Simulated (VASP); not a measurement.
# InP (F-43m) in VASP: further runs

InP is run at these levels: r2SCAN0, PBE0; tasks: single point.

Everything below comes from runs of VASP 6.6.1. Logs are shortened: lines on timing, memory, paths and dates and some standing lists are left out, and cuts for length are marked.

### 1 The cell of the first run

Symmetry: F-43m, No. 216, cubic system. The conventional cell has a = 5.900 Å, b = 5.900 Å, c = 5.900 Å, α = 90.00°, β = 90.00°, γ = 90.00°. Within 3.4 Å of In (site symmetry -43m) lie 4 P at 2.55 Å. Within 3.4 Å of P (site symmetry -43m) lie 4 In at 2.55 Å.

### 2 Single point, r2SCAN0

POSCAR reads:

```
InP
1.0
    0.0000000000      2.9499078504      2.9499078504
    2.9499078504      0.0000000000      2.9499078504
    2.9499078504      2.9499078504      0.0000000000
In P
1 1
Direct
    0.0000000000      0.0000000000      0.0000000000
    0.7500000000      0.7500000000      0.7500000000
```

INCAR.step1 reads:

```
SYSTEM = InP
PREC = Accurate
ENCUT = 520
EDIFF = 1E-5
ISMEAR = -1
SIGMA = 0.05
LREAL = .False.
LASPH = .True.
NELM = 60
ALGO = Normal
ISIF = 2
LWAVE = .True.
LCHARG = .False.
NBANDS = 16
GGA = PE
```

INCAR.step2 reads:

```
SYSTEM = InP
PREC = Accurate
ENCUT = 520
EDIFF = 1E-7
ISMEAR = -1
SIGMA = 0.05
LREAL = .False.
LASPH = .True.
NELM = 60
ALGO = Normal
ISIF = 2
LWAVE = .False.
LCHARG = .False.
METAGGA = R2SCAN
LHFCALC = .True.
AEXX = 0.25
LMIXTAU = .True.
PRECFOCK = Normal
NBANDS = 16
ISTART = 1
```

KPOINTS reads:

```
regular mesh
0
Gamma
  4 4 4
  0 0 0
```

Potentials or basis: VASP PAW PBE potentials, release 64 (In_d, P).

The run is started by

```console
> cat potpaw_PBE.64/In_d/POTCAR potpaw_PBE.64/P/POTCAR > POTCAR
> cp INCAR.step1 INCAR
> mpirun -np 1 vasp_std > vasp.out
> cp INCAR.step2 INCAR
> mpirun -np 1 vasp_std > vasp.out
```

OUTCAR:

```text
SYSTEM = InP
   PREC = Accurate
   ENCUT = 520
   EDIFF = 1E-7
   ISMEAR = -1
   LREAL = .False.
   LASPH = .True.
   NELM = 60
   ISIF = 2
   METAGGA = R2SCAN
   LHFCALC = .True.
   AEXX = 0.25
   PRECFOCK = Normal
   ISTART = 1

 ion  position               nearest neighbor table
   1  0.000  0.000  0.000-   2 2.55   2 2.55   2 2.55   2 2.55
   2  0.750  0.750  0.750-   1 2.55   1 2.55   1 2.55   1 2.55

  LATTYP: Found a face centered cubic cell.
 ALAT       =     5.8998157008

  Lattice vectors:

 A1 = (   0.0000000000,   2.9499078504,   2.9499078504)
 A2 = (   2.9499078504,   0.0000000000,   2.9499078504)
 A3 = (   2.9499078504,   2.9499078504,   0.0000000000)

Analysis of symmetry for initial positions (statically):
=====================================================================
 Subroutine PRICEL returns:
 Original cell was already a primitive cell.

 Routine SETGRP: Setting up the symmetry group for a
 face centered cubic supercell.

 Subroutine GETGRP returns: Found 24 space group operations
 (whereof 24 operations were pure point group operations)
 out of a pool of 48 trial point group operations.

The static configuration has the point symmetry T_d .

Analysis of symmetry for dynamics (positions and initial velocities):
=====================================================================
 Subroutine PRICEL returns:
 Original cell was already a primitive cell.

 Routine SETGRP: Setting up the symmetry group for a
 face centered cubic supercell.

 Subroutine GETGRP returns: Found 24 space group operations
 (whereof 24 operations were pure point group operations)
 out of a pool of 48 trial point group operations.

The dynamic configuration has the point symmetry T_d .

 Subroutine INISYM returns: Found 24 space group operations
 (whereof 24 operations are pure point group operations),
 and found     1 'primitive' translations

----------------------------------------------------------------------------------------

                                     Primitive cell

  volume of cell :      51.3399

  direct lattice vectors                    reciprocal lattice vectors
     0.000000000  2.949907850  2.949907850    -0.169496820  0.169496820  0.169496820
     2.949907850  0.000000000  2.949907850     0.169496820 -0.169496820  0.169496820
     2.949907850  2.949907850  0.000000000     0.169496820  0.169496820 -0.169496820

[... 72 lines left out ...]
   ISIF   =      2    stress and relaxation
   ISYM   =      3    0-nonsym 1-usesym 2-fastsym
   POTIM  = 0.5000    time-step for ionic-motion
   TEBEG  =    0.0;   TEEND  =   0.0 temperature during run
   PSTRESS=    0.0 pullay stress
   NELECT =      18.0000    total number of electrons
   NUPDOWN=      -1.0000    fix difference up-down
   EMIN   =  10.00;   EMAX   =-10.00  energy-range for DOS
   EFERMI =   0.00;   METHOD = LEGACY
   ISMEAR =    -1;   SIGMA  =   0.05  broadening in eV -4-tet -1-fermi 0-gaus
   EFERMI_NEDOS =   21; number of points for ismear=-14 and -15
   IALGO  =     38    algorithm
   IMIX   =      1    mixing-type and parameters
     AMIX     =   0.40;   BMIX     =  1.00
     AMIX_MAG =   1.60;   BMIX_MAG =  1.00
  volume/ion in A,a.u.               =      25.67       173.23
  Fermi-wavevector in a.u.,A,eV,Ry     =   1.154376  2.181454 18.130899  1.332584
  Thomas-Fermi vector in A             =   2.291013
   LORBIT       =      0    0 simple, 1 ext, 2 COOP (PROOUT), +10 PAW based schemes
   METAGGA = R2SCAN    functional components
   LHFCALC =     T    Hartree Fock is set to
   PRECFOCK=normal    Normal, Fast or Accurate (Low or Medium for compatibility)
   ENCUT4O =  -1.0   cutoff for four orbital integrals eV
   NKREDX  =     1    reduce k-point grid by
   NKREDY  =     1    reduce k-point grid by
   NKREDZ  =     1    reduce k-point grid by
   AEXX    =    0.2500 exact exchange contribution
   HFSCREEN=    0.0000 screening length (either q_TF or 0.3 A-1)
   HFSCREENC=   0.0000 screening length for correlation (either q_TF or 0.3 A-1)
   ENCUTFOCK=  -1.0 apply spherical cutoff to Coloumb kernel
   IVDW    =     0    specifies the selected vdW correction
   LEPSILON=     F    determine dielectric tensor
   LRPA    =     F    only Hartree local field effects (RPA)
 non-spin polarized calculation
  energy-cutoff  :      520.00
  volume of cell :       51.34
 maximum number of plane-waves:      1411
 NGX is ok and might be reduce to    32
  NGX = 24; NGY = 24; NGZ = 24

 number of electron      18.0000009 magnetization

 Free energy of the ion-electron system (eV)
  ---------------------------------------------------
  ext. energy  EPLUGINS =         0.00000000
  ---------------------------------------------------
  free energy    TOTEN  =       -28.82914031 eV

  energy without entropy =      -28.82914031  energy(sigma->0) =      -28.82914031

 E-fermi :   5.1721     XC(G=0):  -7.6393

 val. band max:        4.0973583835   @ k =   0.0000   0.0000   0.0000
 cond. band min:       6.4756842764   @ k =   0.0000   0.0000   0.0000
 fundamental gap:      2.3783258929
 Fermi energy:         5.1720805360

 k-point     1 :       0.0000    0.0000    0.0000
  band No.  band energies     occupation
      1     -12.1570      2.00000
      2     -12.1570      2.00000
      3     -12.1570      2.00000
      4     -11.9886      2.00000
      5     -11.9886      2.00000
      6      -8.8442      2.00000
[... 129 lines left out ...]
      3     -12.0596      2.00000
      4     -12.0098      2.00000
      5     -11.9748      2.00000
      6      -6.1940      2.00000
[... 8 lines left out ...]
     15      17.7338      0.00000
     16      18.3715      0.00000

------------------------ aborting loop because EDIFF is reached ----------------------------------------

  FORCE on cell =-STRESS in cart. coord.  units (eV):
  Direction    XX          YY          ZZ          XY          YZ          ZX
  --------------------------------------------------------------------------------------
  -------------------------------------------------------------------------------------
  Total       -0.3340981     -0.3340981     -0.3340981     -0.0000000      0.0000000     -0.0000000
  in kB      -10.4262778    -10.4262778    -10.4262778     -0.0000000      0.0000000     -0.0000000
  external PRESSURE =     -10.4262778 kB  Pullay stress =       0.0000000 kB

 VOLUME and BASIS-vectors are now :
 -----------------------------------------------------------------------------
  energy-cutoff  :      520.00
  volume of cell :       51.34
      direct lattice vectors                 reciprocal lattice vectors
     0.000000000  2.949907850  2.949907850    -0.169496820  0.169496820  0.169496820
     2.949907850  0.000000000  2.949907850     0.169496820 -0.169496820  0.169496820
     2.949907850  2.949907850  0.000000000     0.169496820  0.169496820 -0.169496820

 POSITION                                       TOTAL-FORCE (eV/Angst)
 -----------------------------------------------------------------------------------
      0.00000      0.00000      0.00000        -0.000000     -0.000000     -0.000000
      4.42486      4.42486      4.42486         0.000000      0.000000      0.000000
 -----------------------------------------------------------------------------------
    total drift:                               -0.000001     -0.000000     -0.000000

  FREE ENERGIE OF THE ION-ELECTRON SYSTEM (eV)
  ---------------------------------------------------
  free  energy   TOTEN  =       -28.8291403070 eV

  energy  without entropy=      -28.8291403069  energy(sigma->0) =      -28.82914031
```

OUTCAR.step1:

```text
SYSTEM = InP
   PREC = Accurate
   ENCUT = 520
   EDIFF = 1E-5
   ISMEAR = -1
   LREAL = .False.
[... 355 lines left out ...]
      0.00000      0.00000      0.00000         0.000000      0.000000      0.000000
      4.42486      4.42486      4.42486        -0.000000     -0.000000     -0.000000
 -----------------------------------------------------------------------------------
    total drift:                                0.000000      0.000000      0.000000

  FREE ENERGIE OF THE ION-ELECTRON SYSTEM (eV)
  ---------------------------------------------------
  free  energy   TOTEN  =        -8.2895631741 eV

  energy  without entropy=       -8.2894610276  energy(sigma->0) =       -8.28951210
```

It took 9.6 min on 1 thread of AMD EPYC 7R13 (Zen 3), shared host; peak memory 0.16 GiB.

Results:

* Free energy: -28.8291 eV
* Pressure: -1.0 GPa
* Band gap on the k mesh: 2.38 eV

Caveat: the k points lie up to 0.46 Å⁻¹ apart; the PAW data sets were made with another functional, which shifts forces and pressure a little; spin-orbit coupling is left out, which moves the levels of the heavy elements.

### 3 Single point, r2SCAN0

This run uses another cell than the first one, of 26.17 Å³/atom.

POSCAR reads:

```
InP
1.0
    0.0000000000      2.9690636329      2.9690636329
    2.9690636329      0.0000000000      2.9690636329
    2.9690636329      2.9690636329      0.0000000000
In P
1 1
Direct
    0.0000000000      0.0000000000      0.0000000000
    0.7500000000      0.7500000000      0.7500000000
```

INCAR.step1 reads:

```
  ALGO = Normal
  EDIFF = 1E-5
  ENCUT = 520
  GGA = PE
  ISIF = 2
  ISMEAR = -1
  LASPH = T
  LCHARG = F
  LREAL = F
  LWAVE = T
  NBANDS = 16
  NELM = 100
  PREC = Accurate
  SIGMA = 0.05
```

INCAR.step2 reads:

```
  AEXX = 0.25
  ALGO = Normal
  EDIFF = 1E-7
  ENCUT = 520
  ISIF = 2
  ISMEAR = -1
  ISTART = 1
  LASPH = T
  LCHARG = F
  LHFCALC = T
  LMIXTAU = T
  LREAL = F
  LWAVE = F
  METAGGA = R2SCAN
  NBANDS = 16
  NELM = 100
  PREC = Accurate
  PRECFOCK = Normal
  SIGMA = 0.05
```

KPOINTS reads:

```
k-points
0
Gamma
  4 4 4
```

Potentials or basis: VASP PAW PBE potentials, release 64 (In_d, P).

The run is started by

```console
> cat potpaw_PBE.64/In_d/POTCAR potpaw_PBE.64/P/POTCAR > POTCAR
> cp INCAR.step1 INCAR
> mpirun -np 1 vasp_std > vasp.out
> cp INCAR.step2 INCAR
> mpirun -np 1 vasp_std > vasp.out
```

OUTCAR:

```text
AEXX = 0.25
   EDIFF = 1E-7
   ENCUT = 520
   ISIF = 2
   ISMEAR = -1
   ISTART = 1
   LASPH = T
   LHFCALC = T
   LREAL = F
   METAGGA = R2SCAN
   NELM = 100
   PREC = Accurate
   PRECFOCK = Normal

 ion  position               nearest neighbor table
   1  0.000  0.000  0.000-   2 2.57   2 2.57   2 2.57   2 2.57
   2  0.750  0.750  0.750-   1 2.57   1 2.57   1 2.57   1 2.57

  LATTYP: Found a face centered cubic cell.
 ALAT       =     5.9381272658

  Lattice vectors:

 A1 = (   0.0000000000,   2.9690636329,   2.9690636329)
 A2 = (   2.9690636329,   0.0000000000,   2.9690636329)
 A3 = (   2.9690636329,   2.9690636329,   0.0000000000)

Analysis of symmetry for initial positions (statically):
=====================================================================
 Subroutine PRICEL returns:
 Original cell was already a primitive cell.

 Routine SETGRP: Setting up the symmetry group for a
 face centered cubic supercell.

 Subroutine GETGRP returns: Found 24 space group operations
 (whereof 24 operations were pure point group operations)
 out of a pool of 48 trial point group operations.

The static configuration has the point symmetry T_d .

[... 149 lines left out ...]

 E-fermi :   5.0367     XC(G=0):  -7.5710

 val. band max:        3.8942787714   @ k =   0.0000   0.0000   0.0000
 cond. band min:       6.1449548635   @ k =   0.0000   0.0000   0.0000
 fundamental gap:      2.2506760921
 Fermi energy:         5.0366577138

 k-point     1 :       0.0000    0.0000    0.0000
  band No.  band energies     occupation
      1     -12.3352      2.00000
      2     -12.3352      2.00000
      3     -12.3352      2.00000
      4     -12.1765      2.00000
      5     -12.1765      2.00000
      6      -8.9099      2.00000
[... 129 lines left out ...]
      3     -12.2440      2.00000
      4     -12.1961      2.00000
      5     -12.1635      2.00000
      6      -6.3565      2.00000
[... 8 lines left out ...]
     15      17.4396      0.00000
     16      18.0575      0.00000

------------------------ aborting loop because EDIFF is reached ----------------------------------------

  FORCE on cell =-STRESS in cart. coord.  units (eV):
  Direction    XX          YY          ZZ          XY          YZ          ZX
  --------------------------------------------------------------------------------------
  -------------------------------------------------------------------------------------
  Total       -0.7726610     -0.7726610     -0.7726610     -0.0000000      0.0000000     -0.0000000
  in kB      -23.6489069    -23.6489069    -23.6489069     -0.0000000      0.0000000     -0.0000000
  external PRESSURE =     -23.6489069 kB  Pullay stress =       0.0000000 kB

 VOLUME and BASIS-vectors are now :
 -----------------------------------------------------------------------------
  energy-cutoff  :      520.00
  volume of cell :       52.35
      direct lattice vectors                 reciprocal lattice vectors
     0.000000000  2.969063633  2.969063633    -0.168403262  0.168403262  0.168403262
     2.969063633  0.000000000  2.969063633     0.168403262 -0.168403262  0.168403262
     2.969063633  2.969063633  0.000000000     0.168403262  0.168403262 -0.168403262

 POSITION                                       TOTAL-FORCE (eV/Angst)
 -----------------------------------------------------------------------------------
      0.00000      0.00000      0.00000        -0.000000     -0.000000     -0.000000
      4.45360      4.45360      4.45360         0.000000      0.000000      0.000000
 -----------------------------------------------------------------------------------
    total drift:                                0.000002      0.000002      0.000001

  FREE ENERGIE OF THE ION-ELECTRON SYSTEM (eV)
  ---------------------------------------------------
  free  energy   TOTEN  =       -28.8187710966 eV

  energy  without entropy=      -28.8187710966  energy(sigma->0) =      -28.81877110
```

It took 9.2 min on 1 thread of AMD EPYC 7R13 (Zen 3), shared host; peak memory 0.17 GiB.

Results:

```
Free energy            : -28.8188 eV
Pressure               : -2.4 GPa
Band gap on the k mesh : 2.25 eV
```

Caveat: the k points lie up to 0.46 Å⁻¹ apart; the PAW data sets were made with another functional, which shifts forces and pressure a little; spin-orbit coupling is left out, which moves the levels of the heavy elements.

(Continued in part 2 of 2.)
